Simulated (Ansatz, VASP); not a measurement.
# Sc2AlN3 in VASP and in Ansatz

```xyz
6
Lattice="3.1021 0.0000 0.0000 -1.5511 2.6865 0.0000 0.0000 0.0000 7.5443" Properties=species:S:1:pos:R:3 pbc="T T T"
Sc    0.0000    1.7910    2.4513
Sc    1.5511    0.8955    5.0930
Al    0.0000    0.0000    0.0000
N     0.0000    1.7910    6.4096
N     1.5511    0.8955    1.1347
N     0.0000    0.0000    3.7722
```

Change from the starting cell: species swapped into the Li3PrBi2 type (P-3m1, No. 164).

Alike in both runs: functional PBE; k mesh 12 × 12 × 6; occupations gaussian, width 0.02 eV; no spin polarisation.

Ansatz relaxed the structure, and its values are those at the end. VASP's run is a single point on that final structure, the one shown.

|  | VASP | Ansatz |
| --- | --- | --- |
| version | VASP 6.6.1 | Ansatz 0.2.0 |
| potentials or method | VASP PAW PBE potentials, release 64 (Sc_sv, Al, N), cutoff 520 eV | scalar-relativistic, plane waves, PAW |
| valence electrons in the cell | 40 | 40 |

```tsv
	VASP	Ansatz	Ansatz less VASP
gap on the k mesh at the Fermi level (eV)	0.40	0.42	+0.023
least direct gap on the mesh (eV)	1.85	1.87	+0.017
pressure (GPa)	0.7	0.0	-0.73
rms of the force components (eV/Å)	0.023	0.000	-0.0223
```
